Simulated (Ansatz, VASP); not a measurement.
**Two plane-wave programs on Li4Si**

```xyz
5
Lattice="4.8214 0.0000 0.0000 0.0000 4.8214 0.0000 0.0000 0.0000 4.8214" Properties=species:S:1:pos:R:3 pbc="T T T"
Li    0.0000    2.4107    2.4107
Li    2.4107    0.0000    2.4107
Li    2.4107    2.4107    0.0000
Li    0.0000    0.0000    0.0000
Si    2.4107    2.4107    2.4107
```

Alike in both runs: functional PBE; k mesh 4 × 4 × 4; occupations gaussian, width 0.1 eV; no spin polarisation.

Ansatz relaxed the structure, and its values are those at the end. VASP's run is a single point on that final structure, the one shown.

```csv
,VASP,Ansatz
version,VASP 6.6.1,Ansatz 0.2.0
potentials or method,"VASP PAW PBE potentials, release 64 (Li_sv, Si), cutoff 520 eV","scalar-relativistic, plane waves, PAW"
valence electrons in the cell,16,16
```

Ansatz gave:

| Property | Result |
| --- | --- |
| gap on the k mesh at the Fermi level (eV) | 0.16 |
| least direct gap on the mesh (eV) | 0.25 |

Task: What did VASP give for the same quantities?

Result: gap on the k mesh at the Fermi level (eV): 0.16; least direct gap on the mesh (eV): 0.24.

Noted on VASP's run: the cutoff is short for stress, so the pressure is rough.
